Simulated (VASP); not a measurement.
# Ca (Immm) in VASP: single point with PBE

Aim: the single point of Ca with PBE.

All numbers are computed with VASP 6.6.1; they aren't measurements. Logs are shortened: lines on timing, memory, paths and dates and some standing lists are left out, and cuts for length are marked.

### Step 1. The cell of the first run

Symmetry: Immm, No. 71, orthorhombic system. The conventional cell has a = 4.193 Å, b = 4.203 Å, c = 4.891 Å, α = 90.00°, β = 90.00°, γ = 90.00°. Within 5.0 Å of Ca (site symmetry mmm) lie 14 Ca at 3.85 to 4.89 Å.

### Step 2. Single point, PBE

The input, INCAR:

```
SYSTEM = Ca
  ALGO = Normal
  EDIFF = 1E-6
  ENCUT = 520
  GGA = PE
  ISIF = 2
  ISMEAR = 0
  LASPH = .True.
  LCHARG = .False.
  LREAL = .False.
  LWAVE = .False.
  NBANDS = 11
  NELM = 60
  PREC = Accurate
  SIGMA = 0.05
```

The input, KPOINTS:

```
k-points
0
Gamma
  14 14 14
  0 0 0
```

The input, POSCAR:

```
Ca
1.0
   -2.0964874600      2.1017318100      2.4453524600
    2.0964874600     -2.1017318100      2.4453524600
    2.0964874600      2.1017318100     -2.4453524600
Ca
1
Direct
    0.5000000000      0.5000000000      0.0000000000
```

Potentials or basis: VASP PAW PBE potentials, release 64 (Ca_sv).

Command:

```console
cat potpaw_PBE.64/Ca_sv/POTCAR > POTCAR
mpirun -np 1 vasp_std > vasp.out
```

OUTCAR:

```text
SYSTEM = Ca
   EDIFF = 1E-6
   ENCUT = 520
   GGA = PE
   ISIF = 2
   ISMEAR = 0
   LASPH = .True.
   LREAL = .False.
   NELM = 60
   PREC = Accurate

 ion  position               nearest neighbor table
   1  0.500  0.500  0.000-

  LATTYP: Found a body centered orthorhombic cell.
 ALAT       =     4.1929749200
 B/A-ratio  =     1.0025014936
 C/A-ratio  =     1.1664045250

  Lattice vectors:

 A1 = (  -2.0964874600,   2.1017318100,   2.4453524600)
 A2 = (   2.0964874600,  -2.1017318100,   2.4453524600)
 A3 = (   2.0964874600,   2.1017318100,  -2.4453524600)

Analysis of symmetry for initial positions (statically):
=====================================================================
 Subroutine PRICEL returns:
 Original cell was already a primitive cell.

 Routine SETGRP: Setting up the symmetry group for a
 body centered orthorhombic supercell.

 Subroutine GETGRP returns: Found  8 space group operations
 (whereof  8 operations were pure point group operations)
 out of a pool of  8 trial point group operations.

The static configuration has the point symmetry D_2h.

Analysis of symmetry for dynamics (positions and initial velocities):
=====================================================================
 Subroutine PRICEL returns:
 Original cell was already a primitive cell.

 Routine SETGRP: Setting up the symmetry group for a
 body centered orthorhombic supercell.

 Subroutine GETGRP returns: Found  8 space group operations
 (whereof  8 operations were pure point group operations)
 out of a pool of  8 trial point group operations.

The dynamic configuration has the point symmetry D_2h.

 Subroutine INISYM returns: Found  8 space group operations
 (whereof  8 operations are pure point group operations),
 and found     1 'primitive' translations

----------------------------------------------------------------------------------------

                                     Primitive cell

  volume of cell :      43.0994

  direct lattice vectors                    reciprocal lattice vectors
    -2.096487460  2.101731810  2.445352460     0.000000000  0.237899050  0.204469502
     2.096487460 -2.101731810  2.445352460     0.238494153  0.000000000  0.204469502
     2.096487460  2.101731810 -2.445352460     0.238494153  0.237899050  0.000000000

  length of vectors
[... 78 lines left out ...]
   ENCUT  =  520.0 eV  38.22 Ry    6.18 a.u.   7.15  7.15  7.15*2*pi/ulx,y,z
   NELM   =     60;   NELMIN=  2; NELMDL= -5     # of ELM steps
   EDIFF  = 0.1E-05   stopping-criterion for ELM
   LREAL  =      F    real-space projection
   EDIFFG = 0.1E-04   stopping-criterion for IOM
   NSW    =      0    number of steps for IOM
   IBRION =     -1    ionic relax: 0-MD 1-quasi-New 2-CG
   NFREE  =      0    steps in history (QN), initial steepest desc. (CG)
   ISIF   =      2    stress and relaxation
   ISYM   =      2    0-nonsym 1-usesym 2-fastsym
   POTIM  = 0.5000    time-step for ionic-motion
   TEBEG  =    0.0;   TEEND  =   0.0 temperature during run
   PSTRESS=    0.0 pullay stress
   NELECT =      10.0000    total number of electrons
   NUPDOWN=      -1.0000    fix difference up-down
   EMIN   =  10.00;   EMAX   =-10.00  energy-range for DOS
   EFERMI =   0.00;   METHOD = LEGACY
   ISMEAR =     0;   SIGMA  =   0.05  broadening in eV -4-tet -1-fermi 0-gaus
   EFERMI_NEDOS =   21; number of points for ismear=-14 and -15
   IALGO  =     38    algorithm
   IMIX   =      4    mixing-type and parameters
     AMIX     =   0.40;   BMIX     =  1.00
     AMIX_MAG =   1.60;   BMIX_MAG =  1.00
  volume/ion in A,a.u.               =      43.10       290.85
  Fermi-wavevector in a.u.,A,eV,Ry     =   1.005969  1.901005 13.768730  1.011973
  Thomas-Fermi vector in A             =   2.138682
   LORBIT       =      0    0 simple, 1 ext, 2 COOP (PROOUT), +10 PAW based schemes
   GGA     = PE    functional components
   LHFCALC =     F    Hartree Fock is set to
   AEXX    =    0.0000 exact exchange contribution
   IVDW    =     0    specifies the selected vdW correction
   LEPSILON=     F    determine dielectric tensor
   LRPA    =     F    only Hartree local field effects (RPA)
 non-spin polarized calculation
 Gauss-broadening in eV      SIGMA  =   0.05
  energy-cutoff  :      520.00
  volume of cell :       43.10
 maximum number of plane-waves:      1177
 NGX is ok and might be reduce to    30
   NGX = 15   NGY = 15   NGZ = 15

 number of electron      10.0000000 magnetization

 Free energy of the ion-electron system (eV)
  ---------------------------------------------------
  ext. energy  EPLUGINS =         0.00000000
  ---------------------------------------------------
  free energy    TOTEN  =        -1.91851271 eV

  energy without entropy =       -1.91637838  energy(sigma->0) =       -1.91744554

 E-fermi :   1.8879     XC(G=0):  -7.6707

 val. band max:        1.8844899282   @ k =   0.4286  -0.3571   0.3571
 cond. band min:       1.8914660637   @ k =  -0.3571   0.4286   0.3571
 fundamental gap:      0.0069761355
 Fermi energy:         1.8878992089

 k-point     1 :       0.0000    0.0000    0.0000
  band No.  band energies     occupation
      1     -40.1933      2.00000
      2     -21.1152      2.00000
      3     -21.1147      2.00000
      4     -21.1043      2.00000
      5      -2.1079      2.00000
      6       4.0506      0.00000
      7       4.0639      0.00000
      8       4.6459      0.00000
      9       4.7661      0.00000
     10       5.4707      0.00000
     11      11.2466      0.00000
[... 309 lines left out ...]
 k-point    24 :       0.0714    0.1429    0.0000
  band No.  band energies     occupation
      1     -40.1894      2.00000
      2     -21.1498      2.00000
      3     -21.1255      2.00000
      4     -21.1102      2.00000
      5      -1.5357      2.00000
      6       3.7147      0.00000
      7       4.0202      0.00000
      8       4.6723      0.00000
      9       4.8324      0.00000
     10       5.3392      0.00000
     11      10.5355      0.00000

 [... further k-points ...]
[... 5 lines left out ...]
  --------------------------------------------------------------------------------------
  -------------------------------------------------------------------------------------
  Total       -0.1206477     -0.1258238     -0.0347108     -0.0000000      0.0000000      0.0000000
  in kB       -4.4849610     -4.6773786     -1.2903409     -0.0000000      0.0000000      0.0000000
  external PRESSURE =      -3.4842268 kB  Pullay stress =       0.0000000 kB

 VOLUME and BASIS-vectors are now :
 -----------------------------------------------------------------------------
  energy-cutoff  :      520.00
  volume of cell :       43.10
      direct lattice vectors                 reciprocal lattice vectors
    -2.096487460  2.101731810  2.445352460     0.000000000  0.237899050  0.204469502
     2.096487460 -2.101731810  2.445352460     0.238494153  0.000000000  0.204469502
     2.096487460  2.101731810 -2.445352460     0.238494153  0.237899050  0.000000000

 POSITION                                       TOTAL-FORCE (eV/Angst)
 -----------------------------------------------------------------------------------
      0.00000      0.00000      2.44535         0.000000      0.000000      0.000000
 -----------------------------------------------------------------------------------
    total drift:                                0.000000     -0.000000      0.000000

  FREE ENERGIE OF THE ION-ELECTRON SYSTEM (eV)
  ---------------------------------------------------
  free  energy   TOTEN  =        -1.9185127050 eV

  energy  without entropy=       -1.9163783782  energy(sigma->0) =       -1.91744554
```

OSZICAR:

```text
N       E                     dE             d eps       ncg     rms          rms(c)
DAV:   1     0.717899413038E+02    0.71790E+02   -0.53377E+03  9416   0.806E+02
DAV:   2     0.147149324587E+01   -0.70318E+02   -0.69718E+02 10244   0.222E+02
DAV:   3    -0.178611359469E+01   -0.32576E+01   -0.32281E+01 16866   0.397E+01
DAV:   4    -0.192538515496E+01   -0.13927E+00   -0.13892E+00 12000   0.486E+00
DAV:   5    -0.192665721057E+01   -0.12721E-02   -0.12719E-02 13299   0.559E-01    0.221E+00
DAV:   6    -0.192018155090E+01    0.64757E-02   -0.10858E-02 11814   0.113E+00    0.135E+00
DAV:   7    -0.191891636881E+01    0.12652E-02   -0.17039E-02 10684   0.150E+00    0.101E-01
DAV:   8    -0.191849524080E+01    0.42113E-03   -0.18665E-03 11260   0.415E-01    0.205E-02
DAV:   9    -0.191851152352E+01   -0.16283E-04   -0.93855E-05 12331   0.787E-02    0.540E-03
DAV:  10    -0.191851333999E+01   -0.18165E-05   -0.69546E-06 13958   0.210E-02    0.843E-04
DAV:  11    -0.191851270502E+01    0.63497E-06   -0.18669E-07  6679   0.376E-03
   1 F= -.19185127E+01 E0= -.19174455E+01  d E =-.213433E-02
```

stdout:

```text
POSCAR found type information on POSCAR Ca
 POSCAR found :  1 types and       1 ions
 scaLAPACK will be used
 LDA part: xc-table for (Slater+PW92), standard interpolation
 POSCAR, INCAR and KPOINTS ok, starting setup
 FFT: planning ... GRIDC
 FFT: planning ... GRID_SOFT
 FFT: planning ... GRID
 WAVECAR not read
 entering main loop
```

It took 2.4 min on 1 thread of Oxide Virtual Turin-like, shared host; peak memory 0.29 GiB.

Results:

```
Free energy            : -1.9185 eV
Pressure               : -0.3 GPa
Band gap on the k mesh : zero (band 5 reaches 2.10 eV, above the bottom of band 6 at 1.75 eV)
```

Levels at points of the mesh, in eV from the Fermi level:
| k point | band 3 | band 4 | band 5 | band 6 | band 7 | band 8 |
| --- | --- | --- | --- | --- | --- | --- |
| (0.00, 0.00, 0.00) | -23.00 | -22.99 | -4.00 | 2.16 | 2.18 | 2.76 |
| (0.50, 0.00, 0.00) | -23.04 | -23.00 | -0.95 | -0.14 | 1.69 | 2.77 |
| (0.00, 0.50, 0.00) | -23.04 | -23.00 | -0.94 | -0.13 | 1.67 | 2.78 |
| (0.50, 0.50, 0.00) | -23.04 | -23.02 | -0.66 | 0.36 | 0.89 | 3.71 |
| (0.50, 0.50, 0.50) | -23.08 | -23.08 | -0.10 | 0.29 | 2.39 | 4.01 |
